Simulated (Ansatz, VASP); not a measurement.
## One calculation of Ca4B3, two programs

```xyz
7
Lattice="4.4207 0.0000 0.0000 0.1630 5.1435 0.0000 0.5229 2.3170 6.9312" Properties=species:S:1:pos:R:3 pbc="T T T"
Ca    2.1811    3.1833    2.1221
Ca    4.1652    0.8418    1.0538
Ca    4.6512    4.3055    4.7692
Ca    2.6302    6.7533    5.3882
B     2.4749    4.1577    6.5349
B     0.3681    1.7622    3.5400
B     1.5680    5.8431    3.0495
```

Change from the starting cell: the structure that the rattled cell fell into.

Alike in both runs: task single point; functional PBE; k mesh 4 × 4 × 4; occupations gaussian, width 0.1 eV; no spin polarisation.

|  | VASP | Ansatz |
| --- | --- | --- |
| version | VASP 6.6.1 | Ansatz 0.2.0 |
| potentials or method | VASP PAW PBE potentials, release 64 (Ca_sv, B), cutoff 520 eV | scalar-relativistic, plane waves, PAW |
| valence electrons in the cell | 49 | 49 |

```csv
,VASP,Ansatz,Ansatz less VASP
gap on the k mesh at the Fermi level (eV),none,none,-
pressure (GPa),0.1,0.0,-0.11
"traceless stress, the component that is largest in VASP (GPa)",-0.31,-0.30,+0.005
rms of the force components (eV/Å),0.027,0.029,+0.0026
```

Atom by atom the forces differ by 0.008 eV/Å (rms over components). A gap of «none» marks a metal or a gap that the smearing closes. With one functional, cell and mesh, what is left measures potentials, basis and numerics.
